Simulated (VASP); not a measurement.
# Ti2C (R-3m) in VASP: a series of runs

Runs on Ti2C. Level: PBEsol. Tasks: single point.

All numbers are computed with VASP 6.6.1; they aren't measurements. Logs are shortened: lines on timing, memory, paths and dates and some standing lists are left out, and cuts for length are marked.

### 1 The cell of the first run

Symmetry: R-3m, No. 166, trigonal system. Conventional cell: a = 2.809 Å, b = 2.809 Å, c = 15.464 Å, α = 90.00°, β = 90.00°, γ = 120.00°. Within 2.7 Å of Ti (site symmetry 3m) lie 3 C at 2.03 Å. Within 2.7 Å of C (site symmetry -3m) lie 6 Ti at 2.03 Å.

### 2 Single point, PBEsol (strain -0.080 along x and y, +0.080 along z)

Input file INCAR:

```
SYSTEM = Ti2C
ALGO = Normal ; EDIFF = 1E-7
ENCUT = 520 ; GGA = PS
ISIF = 2 ; ISMEAR = 0
LASPH = .True. ; LCHARG = .False.
LREAL = .False. ; LWAVE = .False.
NBANDS = 21 ; NELM = 100
PREC = Accurate ; SIGMA = 0.15
```

Input file KPOINTS:

```
k-points
0
Gamma
  18 18 18
  0 0 0
```

Input file POSCAR:

```
Ti2C
1.0
    1.4042913076      0.8107679645      5.1545623736
   -1.4042913076      0.8107679645      5.1545623736
    0.0000000000     -1.6215359289      5.1545623736
Ti C
2 1
Direct
    0.2458180107      0.2458180107      0.2458180107
    0.7541819893      0.7541819893      0.7541819893
    0.5000000000      0.5000000000      0.5000000000
```

Potentials or basis: VASP PAW PBE potentials, release 64 (Ti_sv, C).

Launch:

```sh
$ cat potpaw_PBE.64/Ti_sv/POTCAR potpaw_PBE.64/C/POTCAR > POTCAR
$ mpirun -np 1 vasp_std > vasp.out
```

OUTCAR:

```text
SYSTEM = Ti2C
   EDIFF = 1E-7
   ENCUT = 520
   GGA = PS
   ISIF = 2
   ISMEAR = 0
   LASPH = .True.
   LREAL = .False.
   NELM = 100
   PREC = Accurate

 ion  position               nearest neighbor table
   1  0.246  0.246  0.246-   3 2.03   3 2.03   3 2.03
   2  0.754  0.754  0.754-   3 2.03   3 2.03   3 2.03
   3  0.500  0.500  0.500-   1 2.03   2 2.03   1 2.03   1 2.03   2 2.03   2 2.03

  LATTYP: Found a trigonal (rhomboedric) cell.
 ALAT       =     5.4035999141
 COS(alpha) =     0.8649240475

  Lattice vectors:

 A1 = (   1.4042913076,   0.8107679645,   5.1545623736)
 A2 = (  -1.4042913076,   0.8107679645,   5.1545623736)
 A3 = (   0.0000000000,  -1.6215359289,   5.1545623736)

Analysis of symmetry for initial positions (statically):
=====================================================================
 Subroutine PRICEL returns:
 Original cell was already a primitive cell.

 Routine SETGRP: Setting up the symmetry group for a
 trigonal (rhombohedral) supercell.

 Subroutine GETGRP returns: Found 12 space group operations
 (whereof 12 operations were pure point group operations)
 out of a pool of 12 trial point group operations.

The static configuration has the point symmetry D_3d.

Analysis of symmetry for dynamics (positions and initial velocities):
=====================================================================
 Subroutine PRICEL returns:
 Original cell was already a primitive cell.

 Routine SETGRP: Setting up the symmetry group for a
 trigonal (rhombohedral) supercell.

 Subroutine GETGRP returns: Found 12 space group operations
 (whereof 12 operations were pure point group operations)
 out of a pool of 12 trial point group operations.

The dynamic configuration has the point symmetry D_3d.

 Subroutine INISYM returns: Found 12 space group operations
 (whereof 12 operations are pure point group operations),
 and found     1 'primitive' translations

----------------------------------------------------------------------------------------

                                     Primitive cell

  volume of cell :      35.2125

  direct lattice vectors                    reciprocal lattice vectors
     1.404291308  0.810767964  5.154562374     0.356051481  0.205566418  0.064667630
    -1.404291308  0.810767964  5.154562374    -0.356051481  0.205566418  0.064667630
     0.000000000 -1.621535929  5.154562374     0.000000000 -0.411132837  0.064667630

  length of vectors
     5.403599914  5.403599914  5.403599914     0.416187592  0.416187592  0.416187592

  position of ions in fractional coordinates (direct lattice)
     0.245818011  0.245818011  0.245818011
     0.754181989  0.754181989  0.754181989
     0.500000000  0.500000000  0.500000000

  ion indices of the primitive-cell ions
   primitive index   ion index
                 1           1
                 2           2
                 3           3

----------------------------------------------------------------------------------------

 KPOINTS: k-points

Automatic generation of k-mesh.
 Grid dimensions read from file:
 generate k-points for:   18   18   18

 Generating k-lattice:

  Cartesian coordinates                     Fractional coordinates (reciprocal lattice)
     0.019780638  0.011420357  0.003592646     0.055555556  0.000000000  0.000000000
    -0.019780638  0.011420357  0.003592646     0.000000000  0.055555556  0.000000000
     0.000000000 -0.022840713  0.003592646     0.000000000  0.000000000  0.055555556

  Length of vectors
     0.023121533  0.023121533  0.023121533

  Shift w.r.t. Gamma in fractional coordinates (k-lattice)
     0.000000000  0.000000000  0.000000000

 Subroutine IBZKPT returns following result:
 ===========================================

 Found    580 irreducible k-points:

 Following reciprocal coordinates:
            Coordinates               Weight
  0.000000  0.000000  0.000000      1.000000
  0.055556 -0.000000  0.000000      6.000000
  0.111111 -0.000000  0.000000      6.000000
  0.166667  0.000000  0.000000      6.000000
  0.222222 -0.000000  0.000000      6.000000
  0.277778 -0.000000  0.000000      6.000000
[... 16 lines left out ...]
 -0.277778  0.055556 -0.000000     12.000000
 -0.222222  0.055556 -0.000000     12.000000
 [... further k-points ...]
   k-points           NKPTS =    580   k-points in BZ     NKDIM =    580   number of bands    NBANDS=     21
   number of dos      NEDOS =    301   number of ions     NIONS =      3
   total plane-waves  NPLWV =  64000
   dimension x,y,z NGX =    40 NGY =   40 NGZ =   40
   dimension x,y,z NGXF=    80 NGYF=   80 NGZF=   80
   ions per type =               2   1
   NGX,Y,Z   is equivalent  to a cutoff of  12.31, 12.31, 12.31 a.u.
   NGXF,Y,Z  is equivalent  to a cutoff of  24.61, 24.61, 24.61 a.u.
 SYSTEM =  Ti2C
   PREC   = accura    normal or accurate (medium, high low for compatibility)
   ISTART =      0    job   : 0-new  1-cont  2-samecut
   ICHARG =      2    charge: 1-file 2-atom 10-const
   ISPIN  =      1    spin polarized calculation?
   LNONCOLLINEAR =      F non collinear calculations
   LSORBIT =      F    spin-orbit coupling
   LASPH  =      T    aspherical Exc in radial PAW
   ENCUT  =  520.0 eV  38.22 Ry    6.18 a.u.  10.05 10.05 10.05*2*pi/ulx,y,z
   NELM   =    100;   NELMIN=  2; NELMDL= -5     # of ELM steps
   EDIFF  = 0.1E-06   stopping-criterion for ELM
   LREAL  =      F    real-space projection
   EDIFFG = 0.1E-05   stopping-criterion for IOM
   NSW    =      0    number of steps for IOM
   IBRION =     -1    ionic relax: 0-MD 1-quasi-New 2-CG
   NFREE  =      0    steps in history (QN), initial steepest desc. (CG)
   ISIF   =      2    stress and relaxation
   ISYM   =      2    0-nonsym 1-usesym 2-fastsym
   POTIM  = 0.5000    time-step for ionic-motion
   TEBEG  =    0.0;   TEEND  =   0.0 temperature during run
   PSTRESS=    0.0 pullay stress
   NELECT =      28.0000    total number of electrons
   NUPDOWN=      -1.0000    fix difference up-down
   EMIN   =  10.00;   EMAX   =-10.00  energy-range for DOS
   EFERMI =   0.00;   METHOD = LEGACY
   ISMEAR =     0;   SIGMA  =   0.15  broadening in eV -4-tet -1-fermi 0-gaus
   EFERMI_NEDOS =   21; number of points for ismear=-14 and -15
   IALGO  =     38    algorithm
   IMIX   =      4    mixing-type and parameters
     AMIX     =   0.40;   BMIX     =  1.00
     AMIX_MAG =   1.60;   BMIX_MAG =  1.00
  volume/ion in A,a.u.               =      11.74        79.21
  Fermi-wavevector in a.u.,A,eV,Ry     =   1.516684  2.866118 31.297912  2.300332
  Thomas-Fermi vector in A             =   2.626041
   LORBIT       =      0    0 simple, 1 ext, 2 COOP (PROOUT), +10 PAW based schemes
   GGA     = PS    functional components
   LHFCALC =     F    Hartree Fock is set to
   AEXX    =    0.0000 exact exchange contribution
   IVDW    =     0    specifies the selected vdW correction
   LEPSILON=     F    determine dielectric tensor
   LRPA    =     F    only Hartree local field effects (RPA)
 non-spin polarized calculation
 Gauss-broadening in eV      SIGMA  =   0.15
  energy-cutoff  :      520.00
  volume of cell :       35.21
 maximum number of plane-waves:       964
   NGX = 21   NGY = 21   NGZ = 21

 number of electron      28.0000004 magnetization

 Free energy of the ion-electron system (eV)
  ---------------------------------------------------
  ext. energy  EPLUGINS =         0.00000000
  ---------------------------------------------------
  free energy    TOTEN  =       -27.73931416 eV

  energy without entropy =      -27.72627882  energy(sigma->0) =      -27.73279649

 E-fermi :   9.5320     XC(G=0): -12.5313

 val. band max:        9.5293848235   @ k =   0.2222   0.1111   0.1111
 cond. band min:       9.5321901138   @ k =   0.3333   0.2222   0.1111
 fundamental gap:      0.0028052903
 Fermi energy:         9.5319672208

 k-point     1 :       0.0000    0.0000    0.0000
  band No.  band energies     occupation
      1     -46.6785      2.00000
      2     -46.5866      2.00000
      3     -23.4224      2.00000
      4     -22.7994      2.00000
      5     -22.6193      2.00000
      6     -22.6193      2.00000
[... 13 lines left out ...]
     20      12.6229      0.00000
     21      13.5279      0.00000

 k-point     2 :       0.0556   -0.0000    0.0000
  band No.  band energies     occupation
      1     -46.6738      2.00000
      2     -46.5833      2.00000
      3     -23.4140      2.00000
      4     -22.7999      2.00000
      5     -22.6440      2.00000
      6     -22.6252      2.00000
[... 13 lines left out ...]
     20      12.6597      0.00000
     21      13.6531      0.00000

 k-point     3 :       0.1111   -0.0000    0.0000
  band No.  band energies     occupation
      1     -46.6604      2.00000
      2     -46.5738      2.00000
      3     -23.3897      2.00000
      4     -22.8018      2.00000
      5     -22.7145      2.00000
      6     -22.6713      2.00000
[... 13 lines left out ...]
     20      12.7255      0.00000
     21      13.9216      0.00000

 k-point     4 :       0.1667    0.0000    0.0000
  band No.  band energies     occupation
      1     -46.6395      2.00000
      2     -46.5594      2.00000
      3     -23.3520      2.00000
      4     -22.8298      2.00000
      5     -22.7980      2.00000
      6     -22.7764      2.00000
[... 13 lines left out ...]
     20      12.7913      0.00000
     21      14.2635      0.00000

 k-point     5 :       0.2222   -0.0000    0.0000
  band No.  band energies     occupation
      1     -46.6133      2.00000
      2     -46.5420      2.00000
      3     -23.3061      2.00000
      4     -22.9558      2.00000
      5     -22.9013      2.00000
      6     -22.8085      2.00000
[... 13 lines left out ...]
     20      12.8142      0.00000
     21      14.7223      0.00000
[... 382 lines left out ...]
     20      13.5802      0.00000
     21      14.6732      0.00000

 k-point    22 :      -0.3333    0.0556    0.0000
  band No.  band energies     occupation
      1     -46.5426      2.00000
      2     -46.5001      2.00000
      3     -23.3088      2.00000
      4     -23.2468      2.00000
      5     -23.0865      2.00000
      6     -22.8483      2.00000
[... 13 lines left out ...]
     20      13.2150      0.00000
     21      15.0544      0.00000

 k-point    23 :      -0.2778    0.0556   -0.0000
  band No.  band energies     occupation
      1     -46.5690      2.00000
      2     -46.5138      2.00000
      3     -23.2591      2.00000
      4     -23.1496      2.00000
      5     -23.0712      2.00000
      6     -22.8264      2.00000
[... 13 lines left out ...]
     20      13.0050      0.00000
     21      15.2034      0.00000

 k-point    24 :      -0.2222    0.0556   -0.0000
  band No.  band energies     occupation
      1     -46.5973      2.00000
      2     -46.5307      2.00000
      3     -23.2834      2.00000
      4     -23.0261      2.00000
      5     -22.9731      2.00000
      6     -22.8114      2.00000
[... 13 lines left out ...]
     20      13.0433      0.00000
     21      14.8031      0.00000

 [... further k-points ...]

------------------------ aborting loop because EDIFF is reached ----------------------------------------

  FORCE on cell =-STRESS in cart. coord.  units (eV):
  Direction    XX          YY          ZZ          XY          YZ          ZX
  --------------------------------------------------------------------------------------
  -------------------------------------------------------------------------------------
  Total        8.0805944      8.0805944     -1.2048261      0.0000000     -0.0000000      0.0000000
  in kB      367.6690317    367.6690317    -54.8198855      0.0000000     -0.0000000      0.0000000
  external PRESSURE =     226.8393927 kB  Pullay stress =       0.0000000 kB

 VOLUME and BASIS-vectors are now :
 -----------------------------------------------------------------------------
  energy-cutoff  :      520.00
  volume of cell :       35.21
      direct lattice vectors                 reciprocal lattice vectors
     1.404291308  0.810767964  5.154562374     0.356051481  0.205566418  0.064667630
    -1.404291308  0.810767964  5.154562374    -0.356051481  0.205566418  0.064667630
     0.000000000 -1.621535929  5.154562374     0.000000000 -0.411132837  0.064667630

 POSITION                                       TOTAL-FORCE (eV/Angst)
 -----------------------------------------------------------------------------------
      0.00000      0.00000      3.80125        -0.000000      0.000000      0.151059
      0.00000      0.00000     11.66243        -0.000000     -0.000000     -0.151059
      0.00000      0.00000      7.73184         0.000000     -0.000000      0.000000
 -----------------------------------------------------------------------------------
    total drift:                                0.000000     -0.000000      0.000000

  FREE ENERGIE OF THE ION-ELECTRON SYSTEM (eV)
  ---------------------------------------------------
  free  energy   TOTEN  =       -27.7393141567 eV

  energy  without entropy=      -27.7262788172  energy(sigma->0) =      -27.73279649
```

Run time: 16 min. Hardware: 1 thread of AMD EPYC 7R13 (Zen 3), shared host; peak memory 0.5 GiB.

Results:

```yaml
Free_energy: -27.7393 eV
Pressure: 22.7 GPa
Largest_force: 0.151 eV/Å
Band_gap_on_the_k_mesh: zero (bands 14 and 15 overlap by 0.61 eV)
```

Forces in eV/Å, atoms in the order of the input:
```
Ti   0.000  0.000  0.151
Ti   0.000  0.000 -0.151
C    0.000  0.000  0.000
```

Stress tensor (GPa, compression positive):
```
36.77  0.00  0.00
 0.00 36.77  0.00
 0.00  0.00 -5.48
```

Caveat: the cell differs from its parent crystal (strain -0.080 along x and y, +0.080 along z); the stress differs along the axes, from -5 to 37 GPa; the PAW data sets were made with another functional, which shifts forces and pressure a little.

### 3 Single point, PBEsol (strain +0.000 along x and y, -0.080 along z)

Input file INCAR:

```
SYSTEM = Ti2C
PREC     = Accurate       ! precision mode
ENCUT    = 520            ! plane-wave cutoff, eV
EDIFF    = 1E-6           ! SCF threshold, eV
ISMEAR   = 0              ! smearing method
SIGMA    = 0.15           ! smearing width, eV
LREAL    = .FALSE.        ! projectors in reciprocal space
LASPH    = .TRUE.         ! aspherical terms in the spheres
NELM     = 60             ! most SCF steps
ALGO     = Normal         ! electronic algorithm
ISIF     = 2              ! what is computed and relaxed
LWAVE    = .FALSE.        ! write WAVECAR
LCHARG   = .FALSE.        ! write CHGCAR
GGA      = PS             ! functional
NBANDS   = 21             ! bands
```

Input file KPOINTS:

```
regular mesh
0
G
  18 18 18
  0 0 0
```

Input file POSCAR:

```
Ti2C
1.0
    1.5264035952      0.8812695266      4.3909235034
   -1.5264035952      0.8812695266      4.3909235034
    0.0000000000     -1.7625390532      4.3909235034
Ti C
2 1
Direct
    0.2458180107      0.2458180107      0.2458180107
    0.7541819893      0.7541819893      0.7541819893
    0.5000000000      0.5000000000      0.5000000000
```

Potentials or basis: VASP PAW PBE potentials, release 64 (Ti_sv, C).

Launch:

```sh
$ cat potpaw_PBE.64/Ti_sv/POTCAR potpaw_PBE.64/C/POTCAR > POTCAR
$ mpirun -np 1 vasp_std > vasp.out
```

It took 11 min on 1 thread of AMD EPYC 7R13 (Zen 3), shared host; peak memory 0.47 GiB.

Results (log left out):

| Property | Result |
| --- | --- |
| Free energy | -28.1529 eV |
| Pressure | 18.9 GPa |
| Largest force | 1.478 eV/Å |
| Band gap on the k mesh | zero (bands 14 and 15 overlap by 1.13 eV) |

Forces in eV/Å, atoms in the order of the input:
```
Ti   0.000  0.000  1.478
Ti   0.000  0.000 -1.478
C    0.000  0.000  0.000
```

Stress tensor (GPa, compression positive):
```
13.20  0.00  0.00
 0.00 13.20  0.00
 0.00  0.00 30.33
```

Levels at points of the mesh, in eV from the Fermi level:
```
           k point  band 12  band 13  band 14  band 15  band 16  band 17
(0.00, 0.00, 0.00)    -3.11    -1.28     0.21     0.21     1.85     2.44
(0.50, 0.00, 0.00)    -2.68    -1.16    -0.99     0.25     1.99     3.06
(0.50, 0.50, 0.00)    -2.66    -1.84    -0.96     1.34     2.42     3.26
(0.50, 0.50, 0.50)    -2.86    -0.31     0.64     0.93     0.93     1.95
```

Caveat: the cell differs from its parent crystal (strain +0.000 along x and y, -0.080 along z); the stress differs along the axes, from 13 to 30 GPa; the PAW data sets were made with another functional, which shifts forces and pressure a little.

(Continued in part 2 of 2.)
